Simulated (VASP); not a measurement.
Input of a VASP 6.6.1 run:

The input INCAR:

```
SYSTEM = Al2Cu
PREC = Accurate
ENCUT = 520
EDIFF = 1E-6
ISMEAR = 0
SIGMA = 0.15
LREAL = .False.
LASPH = .True.
NELM = 60
ALGO = Fast
ISIF = 2
LWAVE = .False.
LCHARG = .True.
GGA = PS
LELF = .True.
LVHAR = .True.
NBANDS = 16
```

KPOINTS

```
Automatic mesh
0
Gamma
  12 12 16
  0 0 0
```

Contents of POSCAR:

```
Al2Cu
1.0
    4.0229096136      0.0000000000      0.0000000000
    0.0000000000      4.0229096136      0.0000000000
    0.0000000000      0.0000000000      2.7610029088
Al Cu
2 1
Direct
    0.5000000000      0.0000000000      0.5000000000
    0.0000000000      0.5000000000      0.5000000000
    0.0000000000      0.0000000000      0.0000000000
```

Potentials or basis: VASP PAW PBE potentials, release 64 (Al, Cu).

Command:

```sh
$ cat potpaw_PBE.64/Al/POTCAR potpaw_PBE.64/Cu/POTCAR > POTCAR
$ mpirun -np 1 vasp_std > vasp.out
```

Task: What does it give for the pressure?

Result: 7.1 GPa.

Stress tensor (GPa, compression positive):
```
6.52 0.00 0.00
0.00 6.52 0.00
0.00 0.00 8.31
```

Caveat: the cell differs from its parent crystal (strain -0.015 along x and y, -0.030 along z); the PAW data sets were made with another functional, which shifts forces and pressure a little.
